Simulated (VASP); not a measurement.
# Be (P6_3/mmc) in VASP: a series of runs, part 2 of 2

VASP 6.6.1. The steps go on from the part before.

**3. Relaxation of cell and atoms, PBEsol**

This run uses another cell than the first one, of 8.11 Å³/atom.

Contents of INCAR:

```
ALGO = Normal
EDIFF = 1E-6
EDIFFG = -0.03
ENCUT = 600
GGA = PS
IBRION = 2
ISIF = 3
ISMEAR = -1
LASPH = T
LCHARG = F
LREAL = F
LWAVE = F
NELM = 100
NSW = 80
PREC = Accurate
SIGMA = 0.05
```

Contents of KPOINTS:

```
k-points
0
Gamma
  22 22 12
```

Contents of POSCAR:

```
Be
1.0
    2.2853000000      0.0000000000      0.0000000000
   -1.1426500000      1.9791278600      0.0000000000
    0.0000000000      0.0000000000      3.5842000000
Be
2
Direct
    0.3333333325      0.6666666650      0.2500000000
    0.6666666675      0.3333333350      0.7500000000
```

Potentials or basis: VASP PAW PBE potentials, release 64 (Be).

Command:

```sh
$ cat potpaw_PBE.64/Be/POTCAR > POTCAR
$ mpirun -np 1 vasp_std > vasp.out
```

OUTCAR:

```text
EDIFF = 1E-6
   EDIFFG = -0.03
   ENCUT = 600
   GGA = PS
   IBRION = 2
   ISIF = 3
   ISMEAR = -1
   LASPH = T
   LREAL = F
   NELM = 100
   NSW = 80
   PREC = Accurate

 ion  position               nearest neighbor table
   1  0.333  0.667  0.250-   2 2.23   2 2.23   2 2.23   2 2.23   2 2.23   2 2.23
   2  0.667  0.333  0.750-   1 2.23   1 2.23   1 2.23   1 2.23   1 2.23   1 2.23

  LATTYP: Found a hexagonal cell.
 ALAT       =     2.2853000000
 C/A-ratio  =     1.5683717674

  Lattice vectors:

 A1 = (   2.2853000000,   0.0000000000,   0.0000000000)
 A2 = (  -1.1426500000,   1.9791278600,   0.0000000000)
 A3 = (   0.0000000000,   0.0000000000,   3.5842000000)

Analysis of symmetry for initial positions (statically):
=====================================================================
 Subroutine PRICEL returns:
 Original cell was already a primitive cell.

 Routine SETGRP: Setting up the symmetry group for a
 hexagonal supercell.

 Subroutine GETGRP returns: Found 24 space group operations
 (whereof 12 operations were pure point group operations)
 out of a pool of 24 trial point group operations.

The static configuration has the point symmetry D_3d.
 The point group associated with its full space group is D_6h.

Analysis of symmetry for dynamics (positions and initial velocities):
=====================================================================
 Subroutine PRICEL returns:
 Original cell was already a primitive cell.

 Routine SETGRP: Setting up the symmetry group for a
 hexagonal supercell.

 Subroutine GETGRP returns: Found 24 space group operations
 (whereof 12 operations were pure point group operations)
 out of a pool of 24 trial point group operations.

The dynamic configuration has the point symmetry D_3d.
 The point group associated with its full space group is D_6h.

 Subroutine INISYM returns: Found 24 space group operations
 (whereof 12 operations are pure point group operations),
 and found     1 'primitive' translations

----------------------------------------------------------------------------------------

                                     Primitive cell

  volume of cell :      16.2110

  direct lattice vectors                    reciprocal lattice vectors
     2.285300000  0.000000000  0.000000000     0.437579311  0.252636533  0.000000000
    -1.142650000  1.979127860  0.000000000     0.000000000  0.505273065  0.000000000
     0.000000000  0.000000000  3.584200000     0.000000000  0.000000000  0.279002288

  length of vectors
     2.285300000  2.285300004  3.584200000     0.505273066  0.505273065  0.279002288

  position of ions in fractional coordinates (direct lattice)
     0.333333332  0.666666665  0.250000000
     0.666666668  0.333333335  0.750000000

  ion indices of the primitive-cell ions
   primitive index   ion index
                 1           1
                 2           2

----------------------------------------------------------------------------------------

 KPOINTS: k-points

Automatic generation of k-mesh.
 Grid dimensions read from file:
[... 24 lines left out ...]
  0.090909 -0.000000  0.000000      6.000000
  0.136364  0.000000  0.000000      6.000000
  0.181818 -0.000000  0.000000      6.000000
  0.227273  0.000000  0.000000      6.000000
[... 16 lines left out ...]
  0.090909  0.090909  0.000000      6.000000
  0.136364  0.090909  0.000000     12.000000
 [... further k-points ...]
   k-points           NKPTS =    364   k-points in BZ     NKDIM =    364   number of bands    NBANDS=      6
   number of dos      NEDOS =    301   number of ions     NIONS =      2
   total plane-waves  NPLWV =   9720
   dimension x,y,z NGX =    18 NGY =   18 NGZ =   30
   dimension x,y,z NGXF=    36 NGYF=   36 NGZF=   60
   ions per type =               2
   NGX,Y,Z   is equivalent  to a cutoff of  13.09, 13.09, 13.91 a.u.
   NGXF,Y,Z  is equivalent  to a cutoff of  26.19, 26.19, 27.83 a.u.
 SYSTEM =  unknown system
   PREC   = accura    normal or accurate (medium, high low for compatibility)
   ISTART =      0    job   : 0-new  1-cont  2-samecut
   ICHARG =      2    charge: 1-file 2-atom 10-const
   ISPIN  =      1    spin polarized calculation?
   LNONCOLLINEAR =      F non collinear calculations
   LSORBIT =      F    spin-orbit coupling
   LASPH  =      T    aspherical Exc in radial PAW
   ENCUT  =  600.0 eV  44.10 Ry    6.64 a.u.   4.56  4.56  7.16*2*pi/ulx,y,z
   NELM   =    100;   NELMIN=  2; NELMDL= -5     # of ELM steps
   EDIFF  = 0.1E-05   stopping-criterion for ELM
   LREAL  =      F    real-space projection
   EDIFFG = -.3E-01   stopping-criterion for IOM
   NSW    =     80    number of steps for IOM
   IBRION =      2    ionic relax: 0-MD 1-quasi-New 2-CG
   NFREE  =      1    steps in history (QN), initial steepest desc. (CG)
   ISIF   =      3    stress and relaxation
   ISYM   =      2    0-nonsym 1-usesym 2-fastsym
   POTIM  = 0.5000    time-step for ionic-motion
   TEBEG  =    0.0;   TEEND  =   0.0 temperature during run
   PSTRESS=    0.0 pullay stress
   NELECT =       4.0000    total number of electrons
   NUPDOWN=      -1.0000    fix difference up-down
   EMIN   =  10.00;   EMAX   =-10.00  energy-range for DOS
   EFERMI =   0.00;   METHOD = LEGACY
   ISMEAR =    -1;   SIGMA  =   0.05  broadening in eV -4-tet -1-fermi 0-gaus
   EFERMI_NEDOS =   21; number of points for ismear=-14 and -15
   IALGO  =     38    algorithm
   IMIX   =      4    mixing-type and parameters
     AMIX     =   0.40;   BMIX     =  1.00
     AMIX_MAG =   1.60;   BMIX_MAG =  1.00
  volume/ion in A,a.u.               =       8.11        54.70
  Fermi-wavevector in a.u.,A,eV,Ry     =   1.026814  1.940397 14.345258  1.054347
  Thomas-Fermi vector in A             =   2.160726
   LORBIT       =      0    0 simple, 1 ext, 2 COOP (PROOUT), +10 PAW based schemes
   GGA     = PS    functional components
   LHFCALC =     F    Hartree Fock is set to
   AEXX    =    0.0000 exact exchange contribution
   IVDW    =     0    specifies the selected vdW correction
   LEPSILON=     F    determine dielectric tensor
   LRPA    =     F    only Hartree local field effects (RPA)
 conjugate gradient relaxation of ions
 non-spin polarized calculation
  energy-cutoff  :      600.00
  volume of cell :       16.21
 maximum number of plane-waves:       556
   NGX =  9   NGY =  9   NGZ = 15

--------------------------------------- Ionic step        1  -------------------------------------------

 number of electron       4.0000000 magnetization

 Free energy of the ion-electron system (eV)
  ---------------------------------------------------
  ext. energy  EPLUGINS =         0.00000000
  ---------------------------------------------------
  free energy    TOTEN  =        -7.99154628 eV

  energy without entropy =       -7.99042235  energy(sigma->0) =       -7.99098432

------------------------ aborting loop because EDIFF is reached ----------------------------------------

  FORCE on cell =-STRESS in cart. coord.  units (eV):
  Direction    XX          YY          ZZ          XY          YZ          ZX
  --------------------------------------------------------------------------------------
  -------------------------------------------------------------------------------------
  Total       -0.4322468     -0.4322468     -0.2291157      0.0000000      0.0000000      0.0000000
  in kB      -42.7201828    -42.7201830    -22.6441525      0.0000000      0.0000000      0.0000000
  external PRESSURE =     -36.0281728 kB  Pullay stress =       0.0000000 kB
[... 59 lines left out ...]
--------------------------------------- Ionic step        3  -------------------------------------------

 number of electron       4.0000000 magnetization

 Free energy of the ion-electron system (eV)
  ---------------------------------------------------
  ext. energy  EPLUGINS =         0.00000000
  ---------------------------------------------------
  free energy    TOTEN  =        -7.99777156 eV

  energy without entropy =       -7.99675133  energy(sigma->0) =       -7.99726144

 E-fermi :   7.2343     XC(G=0): -10.6296

 val. band max:        7.2283671007   @ k =   0.2727   0.2727   0.0833
 cond. band min:       7.2849476896   @ k =   0.2273   0.1818   0.0000
 fundamental gap:      0.0565805889
 Fermi energy:         7.2343069374

 k-point     1 :       0.0000    0.0000    0.0000
  band No.  band energies     occupation
      1      -4.3106      2.00000
      2       2.5683      2.00000
      3       8.1856      0.00000
      4      23.1843      0.00000
      5      23.1843      0.00000
      6      26.0327      0.00000
[... 199 lines left out ...]
 k-point    24 :       0.1364    0.0909    0.0000
  band No.  band energies     occupation
      1      -3.1791      2.00000
      2       4.0531      2.00000
      3       8.4412      0.00000
      4      17.5142      0.00000
      5      18.7987      0.00000
      6      25.3673      0.00000

 [... further k-points ...]
[... 5 lines left out ...]
  --------------------------------------------------------------------------------------
  -------------------------------------------------------------------------------------
  Total       -0.0126170     -0.0126170      0.0390743     -0.0000000      0.0000000      0.0000000
  in kB       -1.2868525     -1.2868525      3.9853405     -0.0000000      0.0000000      0.0000000
  external PRESSURE =       0.4705451 kB  Pullay stress =       0.0000000 kB
[... 17 lines left out ...]
  FREE ENERGIE OF THE ION-ELECTRON SYSTEM (eV)
  ---------------------------------------------------
  free  energy   TOTEN  =        -7.9977715573 eV

  energy  without entropy=       -7.9967513313  energy(sigma->0) =       -7.99726144

 reached required accuracy - stopping structural energy minimisation
```

OSZICAR:

```text
N       E                     dE             d eps       ncg     rms          rms(c)
DAV:   1    -0.182246602252E+01   -0.18225E+01   -0.19520E+03  4368   0.616E+02
DAV:   2    -0.797293204600E+01   -0.61505E+01   -0.58540E+01  6666   0.730E+01
DAV:   3    -0.802246483419E+01   -0.49533E-01   -0.48948E-01  5778   0.583E+00
DAV:   4    -0.802253851250E+01   -0.73678E-04   -0.73672E-04  6456   0.193E-01
DAV:   5    -0.802253856870E+01   -0.56204E-07   -0.56855E-07  5688   0.294E-03    0.122E+00
DAV:   6    -0.800083528926E+01    0.21703E-01   -0.23173E-03  5028   0.688E-01    0.738E-01
DAV:   7    -0.799154683872E+01    0.92885E-02   -0.34373E-03  4932   0.715E-01    0.131E-02
DAV:   8    -0.799154563297E+01    0.12057E-05   -0.14383E-05  7020   0.370E-02    0.552E-03
DAV:   9    -0.799154628222E+01   -0.64925E-06   -0.41751E-07  4446   0.630E-03
   1 F= -.79915463E+01 E0= -.79909843E+01  d E =-.799155E+01
       N       E                     dE             d eps       ncg     rms          rms(c)
DAV:   1    -0.799767362584E+01   -0.61280E-02   -0.23810E-02  5682   0.189E+00    0.620E-02
DAV:   2    -0.799762717361E+01    0.46452E-04   -0.40966E-05  5946   0.687E-02    0.382E-02
DAV:   3    -0.799760492844E+01    0.22245E-04   -0.17182E-05  5364   0.613E-02    0.150E-03
DAV:   4    -0.799760490887E+01    0.19562E-07   -0.95856E-08  3978   0.297E-03
   2 F= -.79976049E+01 E0= -.79970876E+01  d E =-.605863E-02
       N       E                     dE             d eps       ncg     rms          rms(c)
DAV:   1    -0.799777237409E+01   -0.16745E-03   -0.82662E-04  5730   0.352E-01    0.117E-02
DAV:   2    -0.799777155729E+01    0.81679E-06   -0.14277E-06  5928   0.129E-02
   3 F= -.79977716E+01 E0= -.79972614E+01  d E =-.622528E-02
```

Run time: 33 s. Hardware: 1 thread of AMD EPYC 9755, shared host; peak memory 0.12 GiB.

What came out:

```yaml
Free_energy: -7.9978 eV
Relaxed_volume: 7.85 Å³/atom
Relaxed_cell: a = 2.257 Å, b = 2.257 Å, c = 3.561 Å, α = 90.00°, β = 90.00°, γ = 120.00°
Space_group_after_relaxing_to_0.1_Å: P6_3/mmc (No. 194)
Energy_gained_by_relaxing: 3.1 meV/atom
Ionic_steps: 3
Pressure_after_relaxing: 0.0 GPa
Band_gap_on_the_k_mesh: zero (bands 2 and 3 overlap by 1.94 eV)
```

Stress tensor (GPa, compression positive):
```
-0.13  0.00  0.00
 0.00 -0.13  0.00
 0.00  0.00  0.40
```

Step by step:
```
step  energy change (eV)  largest force (eV/Å)  pressure (GPa)  volume (Å³)
   1              0.0000                0.0000           -3.60        16.21
   2             -0.0061                0.0000           -0.56        15.79
   3             -0.0062                0.0000            0.05        15.71
```

Final structure:
```
Be
1.0
     2.25702    0.00000    0.00000
    -1.12851    1.95464    0.00000
     0.00000    0.00000    3.56069
Be
2
Direct
  0.33333 0.66667 0.25000
  0.66667 0.33333 0.75000
```

Caveat: the PAW data sets were made with another functional, which shifts forces and pressure a little.

The gap in the log of VASP goes by the Fermi energy; the results here count the filled bands.